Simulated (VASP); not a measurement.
# Pd (Fm-3m) in VASP: notebook, part 2 of 2

VASP 6.6.1. The steps go on from the part before.

### 3 Relaxation of cell and atoms, PBE

This run uses another cell than the first one, of 14.75 Å³/atom, 0.964 times its volume.

Contents of INCAR:

```
SYSTEM = Pd
ALGO     = Fast           ! electronic algorithm
EDIFF    = 1E-7           ! SCF threshold, eV
EDIFFG   = -0.01          ! ionic threshold
ENCUT    = 600            ! plane-wave cutoff, eV
GGA      = PE             ! functional
IBRION   = 2              ! ionic algorithm
ISIF     = 3              ! what is computed and relaxed
ISMEAR   = 1              ! smearing method
LASPH    = .True.         ! aspherical terms in the spheres
LCHARG   = .False.        ! write CHGCAR
LREAL    = .False.        ! projectors in reciprocal space
LWAVE    = .False.        ! write WAVECAR
NELM     = 80             ! most SCF steps
NSW      = 80             ! ionic steps
PREC     = Accurate       ! precision mode
SIGMA    = 0.1            ! smearing width, eV
```

Contents of KPOINTS:

```
k-points
0
Gamma
  20 20 20
  0 0 0
```

Contents of POSCAR:

```
Pd
1.0
    0.0000000000      1.9465000000      1.9465000000
    1.9465000000      0.0000000000      1.9465000000
    1.9465000000      1.9465000000      0.0000000000
Pd
1
Direct
    0.0000000000      0.0000000000      0.0000000000
```

Potentials or basis: VASP PAW PBE potentials, release 64 (Pd).

The run is started by

```bash
$ cat potpaw_PBE.64/Pd/POTCAR > POTCAR
$ mpirun -np 1 vasp_std > vasp.out
```

OUTCAR:

```text
SYSTEM = Pd
   EDIFF = 1E-7
   EDIFFG = -0.01
   ENCUT = 600
   GGA = PE
   IBRION = 2
   ISIF = 3
   ISMEAR = 1
   LASPH = .True.
   LREAL = .False.
   NELM = 80
   NSW = 80
   PREC = Accurate

 ion  position               nearest neighbor table
   1  0.000  0.000  0.000-

  LATTYP: Found a face centered cubic cell.
 ALAT       =     3.8930000000

  Lattice vectors:

 A1 = (   0.0000000000,   1.9465000000,   1.9465000000)
 A2 = (   1.9465000000,   0.0000000000,   1.9465000000)
 A3 = (   1.9465000000,   1.9465000000,   0.0000000000)

Analysis of symmetry for initial positions (statically):
=====================================================================
 Subroutine PRICEL returns:
 Original cell was already a primitive cell.

 Routine SETGRP: Setting up the symmetry group for a
 face centered cubic supercell.

 Subroutine GETGRP returns: Found 48 space group operations
 (whereof 48 operations were pure point group operations)
 out of a pool of 48 trial point group operations.

The static configuration has the point symmetry O_h .

Analysis of symmetry for dynamics (positions and initial velocities):
=====================================================================
 Subroutine PRICEL returns:
 Original cell was already a primitive cell.

 Routine SETGRP: Setting up the symmetry group for a
 face centered cubic supercell.

 Subroutine GETGRP returns: Found 48 space group operations
 (whereof 48 operations were pure point group operations)
 out of a pool of 48 trial point group operations.

The dynamic configuration has the point symmetry O_h .

 Subroutine INISYM returns: Found 48 space group operations
 (whereof 48 operations are pure point group operations),
 and found     1 'primitive' translations

----------------------------------------------------------------------------------------

                                     Primitive cell

[... 120 lines left out ...]
 non-spin polarized calculation
 RMM-DIIS sequential band-by-band and
 Methfessel and Paxton  Order N= 1 SIGMA  =   0.10
  energy-cutoff  :      600.00
  volume of cell :       14.75
 maximum number of plane-waves:       531
 NGX is ok and might be reduce to    24
   NGX = 11   NGY = 11   NGZ = 11

--------------------------------------- Ionic step        1  -------------------------------------------

 number of electron      10.0000000 magnetization

 number of electron       9.9999999 magnetization

 Free energy of the ion-electron system (eV)
  ---------------------------------------------------
  ext. energy  EPLUGINS =         0.00000000
  ---------------------------------------------------
  free energy    TOTEN  =        -5.20384883 eV

  energy without entropy =       -5.20367480  energy(sigma->0) =       -5.20379082

------------------------ aborting loop because EDIFF is reached ----------------------------------------

  FORCE on cell =-STRESS in cart. coord.  units (eV):
  Direction    XX          YY          ZZ          XY          YZ          ZX
  --------------------------------------------------------------------------------------
  -------------------------------------------------------------------------------------
  Total        0.6035806      0.6035806      0.6035806      0.0000000      0.0000000     -0.0000000
  in kB       65.5620630     65.5620630     65.5620630      0.0000000      0.0000000     -0.0000000
  external PRESSURE =      65.5620630 kB  Pullay stress =       0.0000000 kB
[... 57 lines left out ...]
--------------------------------------- Ionic step        3  -------------------------------------------

 number of electron      10.0000000 magnetization

 Free energy of the ion-electron system (eV)
  ---------------------------------------------------
  ext. energy  EPLUGINS =         0.00000000
  ---------------------------------------------------
  free energy    TOTEN  =        -5.21404728 eV

  energy without entropy =       -5.21349421  energy(sigma->0) =       -5.21386292

 E-fermi :   9.1702     XC(G=0): -12.9676

 val. band max:        9.1656779390   @ k =   0.5000   0.0500   0.0000
 cond. band min:       9.1713916804   @ k =   0.5000   0.2500   0.0500
 fundamental gap:      0.0057137414
 Fermi energy:         9.1701855683

 k-point     1 :       0.0000    0.0000    0.0000
  band No.  band energies     occupation
      1       2.3295      2.00000
      2       6.5083      2.00000
      3       6.5083      2.00000
      4       6.5083      2.00000
      5       8.0294      2.00000
      6       8.0294      2.00000
      7      26.3686      0.00000
      8      30.9477      0.00000
      9      30.9477      0.00000
[... 265 lines left out ...]
 k-point    24 :      -0.3500    0.0500    0.0000
  band No.  band energies     occupation
      1       4.3148      2.00000
      2       6.5718      2.00000
      3       6.6335      2.00000
      4       7.8841      2.00000
      5       8.6321      2.00000
      6       9.3078     -0.06522
      7      19.2269      0.00000
      8      26.3255      0.00000
      9      29.9141      0.00000

 [... further k-points ...]
[... 5 lines left out ...]
  --------------------------------------------------------------------------------------
  -------------------------------------------------------------------------------------
  Total       -0.0033775     -0.0033775     -0.0033775      0.0000000      0.0000000     -0.0000000
  in kB       -0.3541854     -0.3541854     -0.3541854      0.0000000      0.0000000     -0.0000000
  external PRESSURE =      -0.3541854 kB  Pullay stress =       0.0000000 kB
[... 16 lines left out ...]
  FREE ENERGIE OF THE ION-ELECTRON SYSTEM (eV)
  ---------------------------------------------------
  free  energy   TOTEN  =        -5.2140472816 eV

  energy  without entropy=       -5.2134942064  energy(sigma->0) =       -5.21386292

 reached required accuracy - stopping structural energy minimisation
```

OSZICAR:

```text
N       E                     dE             d eps       ncg     rms          rms(c)
DAV:   1     0.428364276974E+02    0.42836E+02   -0.58373E+03  4640   0.118E+03
DAV:   2    -0.506186654208E+01   -0.47898E+02   -0.46492E+02  4918   0.205E+02
DAV:   3    -0.548687165960E+01   -0.42501E+00   -0.42060E+00  5362   0.222E+01
DAV:   4    -0.548919934790E+01   -0.23277E-02   -0.23275E-02  5354   0.153E+00
[... 26 lines left out ...]
RMM:   5    -0.521404144057E+01   -0.15393E-04   -0.16062E-04  4615   0.132E-01    0.246E-02
RMM:   6    -0.521404907088E+01   -0.76303E-05   -0.35477E-05  4642   0.567E-02    0.175E-02
RMM:   7    -0.521404672749E+01    0.23434E-05   -0.14546E-05  4638   0.356E-02    0.351E-03
RMM:   8    -0.521404725349E+01   -0.52600E-06   -0.50590E-06  4840   0.177E-02    0.233E-03
RMM:   9    -0.521404728158E+01   -0.28095E-07   -0.84319E-07  4195   0.643E-03
   3 F= -.52140473E+01 E0= -.52138629E+01  d E =-.101985E-01
```

It took 84 s on 1 thread of AMD EPYC 7R13 (Zen 3), shared host; peak memory 0.15 GiB.

Results:

| Property | Result |
| --- | --- |
| Free energy | -5.2140 eV |
| Relaxed volume | 15.28 Å³/atom |
| Relaxed cell | a = 2.785 Å, b = 2.785 Å, c = 2.785 Å, α = 60.00°, β = 60.00°, γ = 60.00° |
| Space group after relaxing (to 0.05 Å) | Fm-3m (No. 225) |
| Energy gained by relaxing | 10.2 meV/atom |
| Ionic steps | 3 |
| Pressure after relaxing | 0.0 GPa |
| Band gap on the k mesh | zero (band 5 reaches 9.46 eV, above the bottom of band 6 at 7.96 eV) |

The path:
```
step  energy change (eV)  largest force (eV/Å)  pressure (GPa)  volume (Å³)
   1              0.0000                0.0000            6.56        14.75
   2              0.0097                0.0000           -7.48        16.08
   3             -0.0102                0.0000           -0.04        15.28
```

Final structure:
```
Pd
1.0
     0.00000    1.96947    1.96947
     1.96947    0.00000    1.96947
     1.96947    1.96947    0.00000
Pd
1
Direct
  0.00000 0.00000 0.00000
```

Levels at points of the mesh, in eV from the Fermi level:
| k point | band 3 | band 4 | band 5 | band 6 | band 7 | band 8 |
| --- | --- | --- | --- | --- | --- | --- |
| (0.00, 0.00, 0.00) | -2.66 | -2.66 | -1.14 | -1.14 | 17.20 | 21.78 |
| (0.50, 0.00, 0.00) | -2.70 | -0.01 | -0.01 | 1.12 | 7.07 | 16.55 |
| (0.50, 0.50, 0.00) | -0.03 | 0.29 | 0.29 | 3.38 | 10.44 | 13.05 |
